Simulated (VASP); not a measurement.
# Ir (P6_3/mmc) in VASP: notebook

The runs below take Ir through single point, with PBE.

Program: VASP 6.6.1. These are calculated values, not measurements. Logs are shortened: lines on timing, memory, paths and dates and some standing lists are left out, and cuts for length are marked.

### Step 1. The cell of the first run

The structure is hexagonal, space group P6_3/mmc (No. 194). Conventional cell: a = 2.632 Å, b = 2.632 Å, c = 4.277 Å, α = 90.00°, β = 90.00°, γ = 120.00°. Within 3.5 Å of Ir (site symmetry -6m2) lie 12 Ir at 2.62 to 2.63 Å.

### Step 2. Single point, PBE

Input file INCAR:

```
ALGO     = Normal         # electronic algorithm
EDIFF    = 1E-7           # SCF threshold, eV
ENCUT    = 520            # plane-wave cutoff, eV
GGA      = PE             # functional
ISIF     = 2              # what is computed and relaxed
ISMEAR   = -1             # smearing method
LASPH    = True           # aspherical terms in the spheres
LCHARG   = False          # write CHGCAR
LREAL    = False          # projectors in reciprocal space
LWAVE    = False          # write WAVECAR
NBANDS   = 16             # bands
NELM     = 60             # most SCF steps
PREC     = Accurate       # precision mode
SIGMA    = 0.05           # smearing width, eV
```

Input file KPOINTS:

```
k-points
0
Gamma
  9 9 5
```

Input file POSCAR:

```
Ir
1.0
    2.6323209231      0.0000000000      0.0000000000
   -1.3161604615      2.2796567903      0.0000000000
    0.0000000000      0.0000000000      4.2766504272
Ir
2
Direct
    0.3333333333      0.6666666667      0.2500000000
    0.6666666667      0.3333333333      0.7500000000
```

Potentials or basis: VASP PAW PBE potentials, release 64 (Ir).

Command:

```bash
$ cat potpaw_PBE.64/Ir/POTCAR > POTCAR
$ mpirun -np 1 vasp_std > vasp.out
```

OUTCAR:

```text
EDIFF = 1E-7
   ENCUT = 520
   GGA = PE
   ISIF = 2
   ISMEAR = -1
   LASPH = True
   LREAL = False
   NELM = 60
   PREC = Accurate

 ion  position               nearest neighbor table
   1  0.333  0.667  0.250-   2 2.62   2 2.62   2 2.62   2 2.62   2 2.62   2 2.62
   2  0.667  0.333  0.750-   1 2.62   1 2.62   1 2.62   1 2.62   1 2.62   1 2.62

  LATTYP: Found a hexagonal cell.
 ALAT       =     2.6323209231
 C/A-ratio  =     1.6246690856

  Lattice vectors:

 A1 = (   2.6323209231,   0.0000000000,   0.0000000000)
 A2 = (  -1.3161604615,   2.2796567903,   0.0000000000)
 A3 = (   0.0000000000,   0.0000000000,   4.2766504272)

Analysis of symmetry for initial positions (statically):
=====================================================================
 Subroutine PRICEL returns:
 Original cell was already a primitive cell.

 Routine SETGRP: Setting up the symmetry group for a
 hexagonal supercell.

 Subroutine GETGRP returns: Found 24 space group operations
 (whereof 12 operations were pure point group operations)
 out of a pool of 24 trial point group operations.

The static configuration has the point symmetry D_3d.
 The point group associated with its full space group is D_6h.

Analysis of symmetry for dynamics (positions and initial velocities):
=====================================================================
 Subroutine PRICEL returns:
 Original cell was already a primitive cell.

 Routine SETGRP: Setting up the symmetry group for a
 hexagonal supercell.

 Subroutine GETGRP returns: Found 24 space group operations
 (whereof 12 operations were pure point group operations)
 out of a pool of 24 trial point group operations.

The dynamic configuration has the point symmetry D_3d.
 The point group associated with its full space group is D_6h.

 Subroutine INISYM returns: Found 24 space group operations
 (whereof 12 operations are pure point group operations),
 and found     1 'primitive' translations

----------------------------------------------------------------------------------------

                                     Primitive cell

  volume of cell :      25.6633

  direct lattice vectors                    reciprocal lattice vectors
     2.632320923  0.000000000  0.000000000     0.379892889  0.219331262  0.000000000
    -1.316160461  2.279656790  0.000000000     0.000000000  0.438662523  0.000000000
     0.000000000  0.000000000  4.276650427     0.000000000  0.000000000  0.233827856

  length of vectors
     2.632320923  2.632320923  4.276650427     0.438662523  0.438662523  0.233827856

  position of ions in fractional coordinates (direct lattice)
     0.333333333  0.666666667  0.250000000
     0.666666667  0.333333333  0.750000000

  ion indices of the primitive-cell ions
   primitive index   ion index
                 1           1
                 2           2

----------------------------------------------------------------------------------------

 KPOINTS: k-points

Automatic generation of k-mesh.
 Grid dimensions read from file:
 generate k-points for:    9    9    5

 Generating k-lattice:

  Cartesian coordinates                     Fractional coordinates (reciprocal lattice)
     0.042210321  0.024370140  0.000000000     0.111111111  0.000000000  0.000000000
     0.000000000  0.048740280  0.000000000     0.000000000  0.111111111  0.000000000
     0.000000000  0.000000000  0.046765571     0.000000000  0.000000000  0.200000000

  Length of vectors
     0.048740280  0.048740280  0.046765571

  Shift w.r.t. Gamma in fractional coordinates (k-lattice)
     0.000000000  0.000000000  0.000000000

 Subroutine IBZKPT returns following result:
 ===========================================

 Found     36 irreducible k-points:

 Following reciprocal coordinates:
            Coordinates               Weight
  0.000000  0.000000  0.000000      1.000000
  0.111111 -0.000000  0.000000      6.000000
  0.222222 -0.000000  0.000000      6.000000
  0.333333 -0.000000  0.000000      6.000000
  0.444444 -0.000000  0.000000      6.000000
  0.111111  0.111111  0.000000      6.000000
[... 16 lines left out ...]
  0.333333  0.222222  0.200000     24.000000
  0.333333  0.333333  0.200000      4.000000
 [... further k-points ...]
   k-points           NKPTS =     36   k-points in BZ     NKDIM =     36   number of bands    NBANDS=     16
   number of dos      NEDOS =    301   number of ions     NIONS =      2
   total plane-waves  NPLWV =  12800
   dimension x,y,z NGX =    20 NGY =   20 NGZ =   32
   dimension x,y,z NGXF=    40 NGYF=   40 NGZF=   64
   ions per type =               2
   NGX,Y,Z   is equivalent  to a cutoff of  12.63, 12.63, 12.44 a.u.
   NGXF,Y,Z  is equivalent  to a cutoff of  25.26, 25.26, 24.88 a.u.
 SYSTEM =  unknown system
   PREC   = accura    normal or accurate (medium, high low for compatibility)
   ISTART =      0    job   : 0-new  1-cont  2-samecut
   ICHARG =      2    charge: 1-file 2-atom 10-const
   ISPIN  =      1    spin polarized calculation?
   LNONCOLLINEAR =      F non collinear calculations
   LSORBIT =      F    spin-orbit coupling
   LASPH  =      T    aspherical Exc in radial PAW
   ENCUT  =  520.0 eV  38.22 Ry    6.18 a.u.   4.89  4.89  7.95*2*pi/ulx,y,z
   NELM   =     60;   NELMIN=  2; NELMDL= -5     # of ELM steps
   EDIFF  = 0.1E-06   stopping-criterion for ELM
   LREAL  =      F    real-space projection
   EDIFFG = 0.1E-05   stopping-criterion for IOM
   NSW    =      0    number of steps for IOM
   IBRION =     -1    ionic relax: 0-MD 1-quasi-New 2-CG
   NFREE  =      0    steps in history (QN), initial steepest desc. (CG)
   ISIF   =      2    stress and relaxation
   ISYM   =      2    0-nonsym 1-usesym 2-fastsym
   POTIM  = 0.5000    time-step for ionic-motion
   TEBEG  =    0.0;   TEEND  =   0.0 temperature during run
   PSTRESS=    0.0 pullay stress
   NELECT =      18.0000    total number of electrons
   NUPDOWN=      -1.0000    fix difference up-down
   EMIN   =  10.00;   EMAX   =-10.00  energy-range for DOS
   EFERMI =   0.00;   METHOD = LEGACY
   ISMEAR =    -1;   SIGMA  =   0.05  broadening in eV -4-tet -1-fermi 0-gaus
   EFERMI_NEDOS =   21; number of points for ismear=-14 and -15
   IALGO  =     38    algorithm
   IMIX   =      4    mixing-type and parameters
     AMIX     =   0.40;   BMIX     =  1.00
     AMIX_MAG =   1.60;   BMIX_MAG =  1.00
  volume/ion in A,a.u.               =      12.83        86.59
  Fermi-wavevector in a.u.,A,eV,Ry     =   1.454549  2.748699 28.786015  2.115712
  Thomas-Fermi vector in A             =   2.571687
   LORBIT       =      0    0 simple, 1 ext, 2 COOP (PROOUT), +10 PAW based schemes
   GGA     = PE    functional components
   LHFCALC =     F    Hartree Fock is set to
   AEXX    =    0.0000 exact exchange contribution
   IVDW    =     0    specifies the selected vdW correction
   LEPSILON=     F    determine dielectric tensor
   LRPA    =     F    only Hartree local field effects (RPA)
 non-spin polarized calculation
  energy-cutoff  :      520.00
  volume of cell :       25.66
 maximum number of plane-waves:       705
 NGX is ok and might be reduce to    20
   NGX =  9   NGY =  9   NGZ = 15

 number of electron      18.0000001 magnetization

 Free energy of the ion-electron system (eV)
  ---------------------------------------------------
  ext. energy  EPLUGINS =         0.00000000
  ---------------------------------------------------
  free energy    TOTEN  =       -16.96207642 eV

  energy without entropy =      -16.94501920  energy(sigma->0) =      -16.95354781

 E-fermi :  12.2613     XC(G=0): -14.5763

 val. band max:       12.2185042106   @ k =   0.0000   0.0000   0.4000
 cond. band min:      12.2689318569   @ k =   0.3333   0.3333   0.0000
 fundamental gap:      0.0504276463
 Fermi energy:        12.2612516505

 k-point     1 :       0.0000    0.0000    0.0000
  band No.  band energies     occupation
      1      -0.0168      2.00000
      2       3.0099      2.00000
      3       7.6962      2.00000
      4       7.8465      2.00000
      5       7.8465      2.00000
      6       8.6230      2.00000
[... 8 lines left out ...]
     15      28.6341      0.00000
     16      29.9976      0.00000

 k-point     2 :       0.1111   -0.0000    0.0000
  band No.  band energies     occupation
      1       0.5126      2.00000
      2       3.4747      2.00000
      3       7.0632      2.00000
      4       8.2405      2.00000
      5       8.3131      2.00000
      6       8.4835      2.00000
[... 8 lines left out ...]
     15      29.3098      0.00000
     16      30.8760      0.00000

 k-point     3 :       0.2222   -0.0000    0.0000
  band No.  band energies     occupation
      1       1.8822      2.00000
      2       4.3041      2.00000
      3       6.5486      2.00000
      4       6.7252      2.00000
      5       7.7389      2.00000
      6       8.5301      2.00000
[... 8 lines left out ...]
     15      28.8688      0.00000
     16      30.1953      0.00000

 k-point     4 :       0.3333   -0.0000    0.0000
  band No.  band energies     occupation
      1       3.2673      2.00000
      2       4.1001      2.00000
      3       5.1990      2.00000
      4       7.1257      2.00000
      5       7.9049      2.00000
      6       8.1008      2.00000
[... 8 lines left out ...]
     15      27.0203      0.00000
     16      27.0221      0.00000
[... 324 lines left out ...]
 k-point    22 :       0.2222    0.2222    0.2000
  band No.  band energies     occupation
      1       4.3538      2.00000
      2       4.7149      2.00000
      3       5.6417      2.00000
      4       5.9846      2.00000
      5       7.5628      2.00000
      6       8.0010      2.00000
[... 8 lines left out ...]
     15      25.6147      0.00000
     16      28.2147      0.00000

 k-point    23 :       0.3333    0.2222    0.2000
  band No.  band energies     occupation
      1       4.2345      2.00000
      2       5.1994      2.00000
      3       5.4665      2.00000
      4       6.0992      2.00000
      5       7.2460      2.00000
      6       8.2019      2.00000
[... 8 lines left out ...]
     15      25.0583      0.00000
     16      27.6837      0.00000

 k-point    24 :       0.3333    0.3333    0.2000
  band No.  band energies     occupation
      1       4.6747      2.00000
      2       5.4078      2.00000
      3       5.4078      2.00000
      4       6.4362      2.00000
      5       7.4515      2.00000
      6       7.4515      2.00000
[... 8 lines left out ...]
     15      24.7588      0.00000
     16      25.5101      0.00000

 [... further k-points ...]
[... 5 lines left out ...]
  --------------------------------------------------------------------------------------
  -------------------------------------------------------------------------------------
  Total        9.8432439      9.8432439      9.8442063      0.0000000      0.0000000      0.0000000
  in kB      614.5210634    614.5210634    614.5811462      0.0000000      0.0000000      0.0000000
  external PRESSURE =     614.5410910 kB  Pullay stress =       0.0000000 kB

 VOLUME and BASIS-vectors are now :
 -----------------------------------------------------------------------------
  energy-cutoff  :      520.00
  volume of cell :       25.66
      direct lattice vectors                 reciprocal lattice vectors
     2.632320923  0.000000000  0.000000000     0.379892889  0.219331262  0.000000000
    -1.316160461  2.279656790  0.000000000     0.000000000  0.438662523  0.000000000
     0.000000000  0.000000000  4.276650427     0.000000000  0.000000000  0.233827856

 POSITION                                       TOTAL-FORCE (eV/Angst)
 -----------------------------------------------------------------------------------
     -0.00000      1.51977      1.06916         0.000000     -0.000000      0.000000
      1.31616      0.75989      3.20749        -0.000000      0.000000      0.000000
 -----------------------------------------------------------------------------------
    total drift:                               -0.000000      0.000000     -0.000000

  FREE ENERGIE OF THE ION-ELECTRON SYSTEM (eV)
  ---------------------------------------------------
  free  energy   TOTEN  =       -16.9620764168 eV

  energy  without entropy=      -16.9450192043  energy(sigma->0) =      -16.95354781
```

Wall time 24 s (1 thread of Intel Xeon 8259CL, shared host); peak memory 0.14 GiB.

What came out:

```
Free energy            : -16.9621 eV
Pressure               : 61.5 GPa
Band gap on the k mesh : zero (band 9 reaches 13.47 eV, above the bottom of band 10 at 9.80 eV)
```

Levels at points of the mesh, in eV from the Fermi level:
| k point | band 7 | band 8 | band 9 | band 10 | band 11 | band 12 |
| --- | --- | --- | --- | --- | --- | --- |
| (0.00, 0.00, 0.00) | -3.64 | -2.70 | -2.70 | -1.04 | 0.38 | 0.38 |

Caveat: spin-orbit coupling is left out, which moves the levels of the heavy elements.

[end of part 1 of 2]
